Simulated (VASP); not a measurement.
The system is H2Pb.

```
Pb H
1.0
     4.38362    0.00000    0.00000
     0.00000    4.38362    0.00000
     0.00000    0.00000    2.89319
Pb H
2 4
Direct
  0.00000 0.00000 0.00000
  0.50000 0.50000 0.50000
  0.30500 0.30500 0.00000
  0.19500 0.80500 0.50000
  0.80500 0.19500 0.50000
  0.69500 0.69500 0.00000
```

```yaml
Program: VASP 6.6.1
Task: relaxation of cell and atoms
Functional: PBEsol
Potentials_or_basis: VASP PAW PBE potentials, release 64 (Pb_d, H)
Cutoff: 600 eV
k_mesh: 6 × 6 × 8
Occupations: fermi-dirac, width 0.03 eV
Spin: no spin polarisation
```

At the start: pressure 62.8 GPa; volume 9.27 Å³/atom.

**Question.** How do energy, volume and symmetry change on relaxing?

**Answer.** Over 15 steps the energy falls by 841.7 meV/atom and the volume is 15.29 Å³/atom (+65.0 %); space group P4_2/mnm (No. 136, to 0.1 Å) before and after.

The path:
```
step  energy change (eV)  largest force (eV/Å)  pressure (GPa)  volume (Å³)
   1              0.0000                0.9394           62.83        55.60
   2             -4.9494                0.4151            1.67        89.96
   3             -4.9559                0.4214            1.10        91.12
   4             -4.9946                0.2900            0.70        92.03
   5             -5.0227                0.0855            0.12        93.59
   6             -5.0230                0.0664            0.16        93.74
   7             -5.0299                0.0696           -0.18        94.14
   8             -5.0359                0.0726           -0.99        95.29
   9             -5.0363                0.0728           -0.81        95.03
  10             -5.0413                0.0631           -0.62        94.38
  11             -5.0479                0.0427           -0.27        93.07
  12             -5.0474                0.0007            0.24        90.43
  13             -5.0497                0.0253           -0.05        91.88
  14             -5.0497                0.0238           -0.05        91.79
  15             -5.0500                0.0099            0.01        91.75
```

Final structure:
```xyz
6
Lattice="4.9505 0.0000 0.0000 0.0000 4.9505 0.0000 0.0000 0.0000 3.7437" Properties=species:S:1:pos:R:3 pbc="T T T"
Pb    0.0000    0.0000    0.0000
Pb    2.4752    2.4752    1.8719
H     1.5574    1.5574    0.0000
H     0.9178    4.0326    1.8719
H     4.0326    0.9178    1.8719
H     3.3931    3.3931    0.0000
```

Caveat: the volume moved by over 15 % at a fixed basis, so the end points are rough; the structure was generated, so it needn't be the stable form of H2Pb; the PAW data sets were made with another functional, which shifts forces and pressure a little.
